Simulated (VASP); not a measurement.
# Pd (P6_3/mmc) in VASP: a series of runs

The runs below take Pd through single point, with revPBE.

All numbers are computed with VASP 6.6.1; they aren't measurements. Logs are shortened: lines on timing, memory, paths and dates and some standing lists are left out, and cuts for length are marked.

### 1 The cell of the first run

The structure is hexagonal, space group P6_3/mmc (No. 194). Conventional cell: a = 2.901 Å, b = 2.901 Å, c = 4.840 Å, α = 90.00°, β = 90.00°, γ = 120.00°. Within 3.8 Å of Pd (site symmetry -6m2) lie 12 Pd at 2.90 to 2.94 Å.

This isn't the form of Pd at room conditions, which is fcc.

### 2 Single point, revPBE, collinear spin (17.64 Å³/atom)

Input file INCAR:

```
SYSTEM = Pd
ALGO = Normal
EDIFF = 1E-6
ENCUT = 520
GGA = RE
ISIF = 2
ISMEAR = -1
ISPIN = 2
LASPH = .True.
LCHARG = .True.
LELF = .True.
LMAXMIX = 4
LORBIT = 11
LREAL = .False.
LVHAR = .True.
LWAVE = .False.
MAGMOM = 0.36 0.36
NBANDS = 21
NELM = 150
PREC = Accurate
SIGMA = 0.05
```

Input file KPOINTS:

```
k-points
0
Gamma
  15 15 8
  0 0 0
```

Input file POSCAR:

```
Pd
1.0
    2.9013774132      0.0000000000      0.0000000000
   -1.4506887066      2.5126665458      0.0000000000
    0.0000000000      0.0000000000      4.8400222515
Pd
2
Direct
    0.3333333333      0.6666666667      0.2500000000
    0.6666666667      0.3333333333      0.7500000000
```

Potentials or basis: VASP PAW PBE potentials, release 64 (Pd).

Launch:

```bash
cat potpaw_PBE.64/Pd/POTCAR > POTCAR
mpirun -np 1 vasp_std > vasp.out
```

OUTCAR:

```text
SYSTEM = Pd
   EDIFF = 1E-6
   ENCUT = 520
   GGA = RE
   ISIF = 2
   ISMEAR = -1
   ISPIN = 2
   LASPH = .True.
   LORBIT = 11
   LREAL = .False.
   NELM = 150
   PREC = Accurate

 ion  position               nearest neighbor table
   1  0.333  0.667  0.250-   2 2.94   2 2.94   2 2.94   2 2.94   2 2.94   2 2.94
   2  0.667  0.333  0.750-   1 2.94   1 2.94   1 2.94   1 2.94   1 2.94   1 2.94

  LATTYP: Found a hexagonal cell.
 ALAT       =     2.9013774132
 C/A-ratio  =     1.6681808542

  Lattice vectors:

 A1 = (   2.9013774132,   0.0000000000,   0.0000000000)
 A2 = (  -1.4506887066,   2.5126665458,   0.0000000000)
 A3 = (   0.0000000000,   0.0000000000,   4.8400222515)

Analysis of symmetry for initial positions (statically):
=====================================================================
 Subroutine PRICEL returns:
 Original cell was already a primitive cell.

 Routine SETGRP: Setting up the symmetry group for a
 hexagonal supercell.

 Subroutine GETGRP returns: Found 24 space group operations
 (whereof 12 operations were pure point group operations)
 out of a pool of 24 trial point group operations.

The static configuration has the point symmetry D_3d.
 The point group associated with its full space group is D_6h.

Analysis of symmetry for dynamics (positions and initial velocities):
=====================================================================
 Subroutine PRICEL returns:
 Original cell was already a primitive cell.

 Routine SETGRP: Setting up the symmetry group for a
 hexagonal supercell.

 Subroutine GETGRP returns: Found 24 space group operations
 (whereof 12 operations were pure point group operations)
 out of a pool of 24 trial point group operations.

The dynamic configuration has the point symmetry D_3d.
 The point group associated with its full space group is D_6h.

Analysis of structural, dynamic, and magnetic symmetry:
=====================================================================
 Subroutine PRICEL returns:
 Original cell was already a primitive cell.

 Routine SETGRP: Setting up the symmetry group for a
 hexagonal supercell.

 Subroutine GETGRP returns: Found 24 space group operations
 (whereof 12 operations were pure point group operations)
 out of a pool of 24 trial point group operations.

The overall configuration has the point symmetry D_3d.
 The point group associated with its full space group is D_6h.

 Subroutine INISYM returns: Found 24 space group operations
 (whereof 12 operations are pure point group operations),
 and found     1 'primitive' translations

----------------------------------------------------------------------------------------

                                     Primitive cell

  volume of cell :      35.2847

  direct lattice vectors                    reciprocal lattice vectors
     2.901377413  0.000000000  0.000000000     0.344663881  0.198991785  0.000000000
    -1.450688707  2.512666546  0.000000000     0.000000000  0.397983569  0.000000000
     0.000000000  0.000000000  4.840022251     0.000000000  0.000000000  0.206610620

  length of vectors
     2.901377413  2.901377413  4.840022251     0.397983569  0.397983569  0.206610620

  position of ions in fractional coordinates (direct lattice)
     0.333333333  0.666666667  0.250000000
     0.666666667  0.333333333  0.750000000

  ion indices of the primitive-cell ions
   primitive index   ion index
                 1           1
                 2           2

----------------------------------------------------------------------------------------

 KPOINTS: k-points

Automatic generation of k-mesh.
 Grid dimensions read from file:
 generate k-points for:   15   15    8

 Generating k-lattice:

  Cartesian coordinates                     Fractional coordinates (reciprocal lattice)
     0.022977592  0.013266119  0.000000000     0.066666667 -0.000000000  0.000000000
     0.000000000  0.026532238  0.000000000     0.000000000  0.066666667  0.000000000
     0.000000000  0.000000000  0.025826328     0.000000000  0.000000000  0.125000000

  Length of vectors
     0.026532238  0.026532238  0.025826328

  Shift w.r.t. Gamma in fractional coordinates (k-lattice)
     0.000000000  0.000000000  0.000000000

 Subroutine IBZKPT returns following result:
 ===========================================

 Found    135 irreducible k-points:

 Following reciprocal coordinates:
            Coordinates               Weight
  0.000000  0.000000  0.000000      1.000000
  0.066667  0.000000  0.000000      6.000000
  0.133333  0.000000  0.000000      6.000000
  0.200000  0.000000  0.000000      6.000000
  0.266667  0.000000  0.000000      6.000000
  0.333333 -0.000000  0.000000      6.000000
[... 16 lines left out ...]
  0.333333  0.200000  0.000000     12.000000
  0.400000  0.200000  0.000000      6.000000
 [... further k-points ...]
   k-points           NKPTS =    135   k-points in BZ     NKDIM =    135   number of bands    NBANDS=     21
   number of dos      NEDOS =    301   number of ions     NIONS =      2
   total plane-waves  NPLWV =  20736
   dimension x,y,z NGX =    24 NGY =   24 NGZ =   36
   dimension x,y,z NGXF=    48 NGYF=   48 NGZF=   72
   ions per type =               2
   NGX,Y,Z   is equivalent  to a cutoff of  13.75, 13.75, 12.37 a.u.
   NGXF,Y,Z  is equivalent  to a cutoff of  27.50, 27.50, 24.73 a.u.
 SYSTEM =  Pd
   PREC   = accura    normal or accurate (medium, high low for compatibility)
   ISTART =      0    job   : 0-new  1-cont  2-samecut
   ICHARG =      2    charge: 1-file 2-atom 10-const
   ISPIN  =      2    spin polarized calculation?
   LNONCOLLINEAR =      F non collinear calculations
   LSORBIT =      F    spin-orbit coupling
   LASPH  =      T    aspherical Exc in radial PAW
   ENCUT  =  520.0 eV  38.22 Ry    6.18 a.u.   5.39  5.39  9.00*2*pi/ulx,y,z
   NELM   =    150;   NELMIN=  2; NELMDL= -5     # of ELM steps
   EDIFF  = 0.1E-05   stopping-criterion for ELM
   LREAL  =      F    real-space projection
   EDIFFG = 0.1E-04   stopping-criterion for IOM
   NSW    =      0    number of steps for IOM
   IBRION =     -1    ionic relax: 0-MD 1-quasi-New 2-CG
   NFREE  =      0    steps in history (QN), initial steepest desc. (CG)
   ISIF   =      2    stress and relaxation
   ISYM   =      2    0-nonsym 1-usesym 2-fastsym
   POTIM  = 0.5000    time-step for ionic-motion
   TEBEG  =    0.0;   TEEND  =   0.0 temperature during run
   PSTRESS=    0.0 pullay stress
   NELECT =      20.0000    total number of electrons
   NUPDOWN=      -1.0000    fix difference up-down
   EMIN   =  10.00;   EMAX   =-10.00  energy-range for DOS
   EFERMI =   0.00;   METHOD = LEGACY
   ISMEAR =    -1;   SIGMA  =   0.05  broadening in eV -4-tet -1-fermi 0-gaus
   EFERMI_NEDOS =   21; number of points for ismear=-14 and -15
   IALGO  =     38    algorithm
   IMIX   =      4    mixing-type and parameters
     AMIX     =   0.40;   BMIX     =  1.00
     AMIX_MAG =   1.60;   BMIX_MAG =  1.00
  volume/ion in A,a.u.               =      17.64       119.06
  Fermi-wavevector in a.u.,A,eV,Ry     =   1.354844  2.560284 24.974892  1.835603
  Thomas-Fermi vector in A             =   2.481982
   LORBIT       =     11    0 simple, 1 ext, 2 COOP (PROOUT), +10 PAW based schemes
   GGA     = RE    functional components
   LHFCALC =     F    Hartree Fock is set to
   AEXX    =    0.0000 exact exchange contribution
   IVDW    =     0    specifies the selected vdW correction
   LEPSILON=     F    determine dielectric tensor
   LRPA    =     F    only Hartree local field effects (RPA)
 spin polarized calculation
  energy-cutoff  :      520.00
  volume of cell :       35.28
 maximum number of plane-waves:       978
 NGX is ok and might be reduce to    24
   NGX = 11   NGY = 11   NGZ = 17

 number of electron      20.0000000 magnetization       0.7746554

 Free energy of the ion-electron system (eV)
  ---------------------------------------------------
  ext. energy  EPLUGINS =         0.00000000
  ---------------------------------------------------
  free energy    TOTEN  =        -9.28915332 eV

  energy without entropy =       -9.25486140  energy(sigma->0) =       -9.27200736

 E-fermi :   7.1848     XC(G=0): -12.0043

 val. band max:        7.1790689567   @ k =   0.3333   0.0667   0.5000
 cond. band min:       7.1897744216   @ k =   0.4000   0.2000   0.0000
 fundamental gap:      0.0107054648
 Fermi energy:         7.1847837683

 spin component 1

 k-point     1 :       0.0000    0.0000    0.0000
  band No.  band energies     occupation
      1       1.3211      1.00000
      2       2.9875      1.00000
      3       4.7746      1.00000
      4       4.9540      1.00000
      5       4.9540      1.00000
      6       5.2071      1.00000
[... 13 lines left out ...]
     20      29.7303      0.00000
     21      30.3303      0.00000
[... 529 lines left out ...]
 k-point    24 :       0.4000    0.2000    0.0000
  band No.  band energies     occupation
      1       3.6196      1.00000
      2       3.6811      1.00000
      3       3.9184      1.00000
      4       4.8413      1.00000
      5       5.0125      1.00000
      6       5.0594      1.00000
[... 13 lines left out ...]
     20      30.8390      0.00000
     21      32.2917      0.00000

 [... further k-points ...]

 spin component 2

 k-point     1 :       0.0000    0.0000    0.0000
  band No.  band energies     occupation
      1       1.3253      1.00000
      2       3.1868      1.00000
      3       5.0827      1.00000
      4       5.2438      1.00000
      5       5.2438      1.00000
      6       5.5048      1.00000
[... 13 lines left out ...]
     20      29.7723      0.00000
     21      30.3178      0.00000
[... 529 lines left out ...]
 k-point    24 :       0.4000    0.2000    0.0000
  band No.  band energies     occupation
      1       3.8155      1.00000
      2       3.9163      1.00000
      3       4.1203      1.00000
      4       5.0724      1.00000
      5       5.2230      1.00000
      6       5.2825      1.00000
[... 13 lines left out ...]
     20      30.8725      0.00000
     21      32.2801      0.00000

 [... further k-points ...]
[... 5 lines left out ...]
  --------------------------------------------------------------------------------------
  -------------------------------------------------------------------------------------
  Total       -2.7522961     -2.7522961     -2.7719176      0.0000000      0.0000000      0.0000000
  in kB     -124.9738923   -124.9738923   -125.8648490      0.0000000      0.0000000      0.0000000
  external PRESSURE =    -125.2708779 kB  Pullay stress =       0.0000000 kB

 VOLUME and BASIS-vectors are now :
 -----------------------------------------------------------------------------
  energy-cutoff  :      520.00
  volume of cell :       35.28
      direct lattice vectors                 reciprocal lattice vectors
     2.901377413  0.000000000  0.000000000     0.344663881  0.198991785  0.000000000
    -1.450688707  2.512666546  0.000000000     0.000000000  0.397983569  0.000000000
     0.000000000  0.000000000  4.840022251     0.000000000  0.000000000  0.206610620

 POSITION                                       TOTAL-FORCE (eV/Angst)
 -----------------------------------------------------------------------------------
     -0.00000      1.67511      1.21001         0.000000     -0.000000      0.000000
      1.45069      0.83756      3.63002        -0.000000      0.000000      0.000000
 -----------------------------------------------------------------------------------
    total drift:                               -0.000000      0.000000     -0.000000

  FREE ENERGIE OF THE ION-ELECTRON SYSTEM (eV)
  ---------------------------------------------------
  free  energy   TOTEN  =        -9.2891533199 eV

  energy  without entropy=       -9.2548614040  energy(sigma->0) =       -9.27200736

 total charge

# of ion       s       p       d       tot
------------------------------------------
    1        0.407   0.316   8.423   9.146
    2        0.407   0.316   8.423   9.146
--------------------------------------------------
tot          0.814   0.632  16.846  18.292

 magnetization (x)

# of ion       s       p       d       tot
------------------------------------------
    1       -0.003  -0.009   0.407   0.395
    2       -0.003  -0.009   0.407   0.395
--------------------------------------------------
tot         -0.006  -0.017   0.813   0.790
```

Run time: 3.3 min. Hardware: 1 thread of Intel Xeon 8259CL, shared host; peak memory 0.27 GiB.

What came out:

* Free energy: -9.2892 eV
* Pressure: -12.5 GPa
* Net moment: 0.77 μB per cell
* Site moments: Pd +0.40 μB
* Valence electrons inside the program's atomic spheres: Pd 9.15

Stress tensor (GPa, compression positive):
```
-12.50   0.00   0.00
  0.00 -12.50   0.00
  0.00   0.00 -12.59
```

Caveat: the cell stands under tension; the PAW data sets were made with another functional, which shifts forces and pressure a little.

### 3 Single point, revPBE, collinear spin (13.86 Å³/atom)

This run uses another cell than the first one, of 13.86 Å³/atom.

INCAR, as its differences from that of step 2:

```diff
@@ -2,3 +2,3 @@
 ALGO = Normal
-EDIFF = 1E-6
+EDIFF = 1E-7
 ENCUT = 520
```

KPOINTS is that of step 2.

Input file POSCAR:

```
Pd
1.0
    2.6772716690      0.0000000000      0.0000000000
   -1.3386358345      2.3185852782      0.0000000000
    0.0000000000      0.0000000000      4.4661733398
Pd
2
Direct
    0.3333333333      0.6666666667      0.2500000000
    0.6666666667      0.3333333333      0.7500000000
```

Potentials or basis: VASP PAW PBE potentials, release 64 (Pd).

Launch:

```bash
cat potpaw_PBE.64/Pd/POTCAR > POTCAR
mpirun -np 1 vasp_std > vasp.out
```

OUTCAR:

```text
SYSTEM = Pd
   EDIFF = 1E-7
   ENCUT = 520
   GGA = RE
   ISIF = 2
   ISMEAR = -1
   ISPIN = 2
   LASPH = .True.
   LORBIT = 11
   LREAL = .False.
   NELM = 150
   PREC = Accurate

 ion  position               nearest neighbor table
   1  0.333  0.667  0.250-   2 2.72   2 2.72   2 2.72   2 2.72   2 2.72   2 2.72
   2  0.667  0.333  0.750-   1 2.72   1 2.72   1 2.72   1 2.72   1 2.72   1 2.72

  LATTYP: Found a hexagonal cell.
 ALAT       =     2.6772716690
 C/A-ratio  =     1.6681808542

  Lattice vectors:

 A1 = (   2.6772716690,   0.0000000000,   0.0000000000)
 A2 = (  -1.3386358345,   2.3185852782,   0.0000000000)
 A3 = (   0.0000000000,   0.0000000000,   4.4661733398)

Analysis of symmetry for initial positions (statically):
=====================================================================
 Subroutine PRICEL returns:
 Original cell was already a primitive cell.

 Routine SETGRP: Setting up the symmetry group for a
 hexagonal supercell.

 Subroutine GETGRP returns: Found 24 space group operations
 (whereof 12 operations were pure point group operations)
 out of a pool of 24 trial point group operations.

The static configuration has the point symmetry D_3d.
[... 771 lines left out ...]
      3       7.7472      1.00000
      4       7.9807      1.00000
      5       7.9807      1.00000
      6       8.3761      1.00000
[... 565 lines left out ...]
     20      37.1101      0.00000
     21      37.1827      0.00000

 [... further k-points ...]
[... 5 lines left out ...]
  --------------------------------------------------------------------------------------
  -------------------------------------------------------------------------------------
  Total        4.6026229      4.6026229      4.5810926     -0.0000000      0.0000000      0.0000000
  in kB      265.9897400    265.9897400    264.7454863     -0.0000000      0.0000000      0.0000000
  external PRESSURE =     265.5749888 kB  Pullay stress =       0.0000000 kB

 VOLUME and BASIS-vectors are now :
 -----------------------------------------------------------------------------
  energy-cutoff  :      520.00
  volume of cell :       27.72
      direct lattice vectors                 reciprocal lattice vectors
     2.677271669  0.000000000  0.000000000     0.373514579  0.215648743  0.000000000
    -1.338635835  2.318585278  0.000000000     0.000000000  0.431297485  0.000000000
     0.000000000  0.000000000  4.466173340     0.000000000  0.000000000  0.223905327

 POSITION                                       TOTAL-FORCE (eV/Angst)
 -----------------------------------------------------------------------------------
     -0.00000      1.54572      1.11654         0.000000     -0.000000      0.000000
      1.33864      0.77286      3.34963        -0.000000      0.000000      0.000000
 -----------------------------------------------------------------------------------
    total drift:                               -0.000000      0.000000     -0.000000

  FREE ENERGIE OF THE ION-ELECTRON SYSTEM (eV)
  ---------------------------------------------------
  free  energy   TOTEN  =        -9.1868345362 eV

  energy  without entropy=       -9.1502690469  energy(sigma->0) =       -9.16855179

 total charge

# of ion       s       p       d       tot
------------------------------------------
    1        0.527   0.543   8.524   9.593
    2        0.527   0.543   8.524   9.593
--------------------------------------------------
tot          1.053   1.085  17.047  19.186

 magnetization (x)

# of ion       s       p       d       tot
------------------------------------------
    1       -0.001  -0.005   0.179   0.173
    2       -0.001  -0.005   0.179   0.173
--------------------------------------------------
tot         -0.002  -0.010   0.358   0.346
```

stdout:

```text
POSCAR found type information on POSCAR Pd
 POSCAR found :  1 types and       2 ions
 scaLAPACK will be used
 -----------------------------------------------------------------------------
|                                                                             |
|                                                                             |
|     You enforced a specific xc type in the INCAR file but a different       |
|     I HOPE YOU KNOW WHAT YOU ARE DOING!                                     |
|                                                                             |
 -----------------------------------------------------------------------------

 LDA part: xc-table for (Slater+PW92), standard interpolation
 POSCAR, INCAR and KPOINTS ok, starting setup
 FFT: planning ... GRIDC
 FFT: planning ... GRID_SOFT
 FFT: planning ... GRID
 WAVECAR not read
 entering main loop
```

Wall time 62 s (1 thread of Intel Xeon 6975P-C (Granite Rapids), shared host); peak memory 0.23 GiB.

What came out:

| Quantity | Value |
| --- | --- |
| Free energy | -9.1868 eV |
| Pressure | 26.6 GPa |
| Net moment | 0.35 μB per cell |
| Site moments | Pd +0.17 μB |
| Valence electrons inside the program's atomic spheres | Pd 9.59 |

Stress tensor (GPa, compression positive):
```
26.60  0.00  0.00
 0.00 26.60  0.00
 0.00  0.00 26.47
```

Levels at points of the mesh, in eV from the Fermi level:
Spin up:
```
           k point  band 8  band 9  band 10  band 11  band 12  band 13
(0.00, 0.00, 0.00)   -1.91   -1.91    -0.34    -0.34     0.70     7.47
(0.00, 0.00, 0.50)   -3.15   -0.85    -0.85    -0.85    -0.85    14.56
```
Spin down:
```tsv
k point	band 7	band 8	band 9	band 10	band 11	band 12	band 13	band 14
(0.00, 0.00, 0.00)	-2.58	-1.79	-1.79	-0.21	-0.21	0.70	7.56	17.20
(0.00, 0.00, 0.50)	-3.02	-3.02	-0.72	-0.72	-0.72	-0.72	14.59	14.59
```

Caveat: the cell stands under pressure; the PAW data sets were made with another functional, which shifts forces and pressure a little.

[end of part 1 of 3]
